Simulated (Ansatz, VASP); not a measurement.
One calculation of AlFe, two programs

Contents of INCAR:

```
ALGO = Normal ; EDIFF = 1E-7
ENCUT = 520 ; ISIF = 2
ISMEAR = -1 ; ISPIN = 2
LASPH = True ; LCHARG = False
LMAXMIX = 4 ; LORBIT = 11
LREAL = False ; LWAVE = False
MAGMOM = 0 3 ; NBANDS = 16
NELM = 150 ; PREC = Accurate
SIGMA = 0.05
```

Contents of KPOINTS:

```
k-points
0
Gamma
  8 8 8
```

POSCAR

```
AlFe
1.0
    2.9102862334      0.0289568833      0.0289568833
    0.0289568833      2.9102862334      0.0289568833
    0.0289568833      0.0289568833      2.9102862334
Al Fe
1 1
Direct
    0.0000000000      0.0000000000      0.0000000000
    0.5000000000      0.5000000000      0.5000000000
```

Input for Ansatz:

```yaml
crystal:
  lattice:
    - [2.9102862334, 0.0289568833, 0.0289568833]
    - [0.0289568833, 2.9102862334, 0.0289568833]
    - [0.0289568833, 0.0289568833, 2.9102862334]
  atoms:
    - { symbol: Al, position: [0.0, 0.0, 0.0] }
    - { symbol: Fe, position: [0.5, 0.5, 0.5], spin: 3.0 }
magnetization:
  spin_polarized: true
kpoints:
  mp_grid: { grid: [8, 8, 8] }
scf:
  occupations: { method: fermi_dirac, width: 0.05 }
  lower_state_search: "off"
hamiltonian:
  xc: lda
  pseudopotentials: { kind: paw }
output:
  forces: true
  stress: true
  eigenvalues: true
```

Change from the starting cell: stretched by +2 % along [0.577, 0.577, 0.577] at fixed volume; collinear moments without spin-orbit coupling, PAW files.

Alike in both runs: task single point; functional LDA; k mesh 8 × 8 × 8; occupations fermi-dirac, width 0.05 eV; collinear spin.

```csv
,VASP,Ansatz
version,VASP 6.6.1,Ansatz 0.2.0
potentials or method,"VASP PAW LDA potentials, release 64 (Al, Fe)","PAW with Ansatz's default frozen-core files, scalar-relativistic"
plane-wave cutoff (eV),520,420
valence electrons in the cell,11,19
```

|  | VASP | Ansatz | Ansatz less VASP |
| --- | --- | --- | --- |
| pressure (GPa) | -15.7 | -15.9 | -0.26 |
| traceless stress, the component that is largest in VASP (GPa) | -2.20 | -2.22 | -0.013 |
| net moment per atom (μB) | 0.37 | 0.37 | +0.003 |
| size of the moment on the site where the two differ most (μB) | 0.76 | 0.77 | +0.005 |

LDA's correlation is that of Perdew and Zunger in VASP and of Perdew and Wang (1992) in Ansatz. Site moments also hang on the region over which each program counts them. VASP's potentials hold 11 valence electrons a cell and Ansatz's 19, so a difference there can come from the potentials and not from the codes.
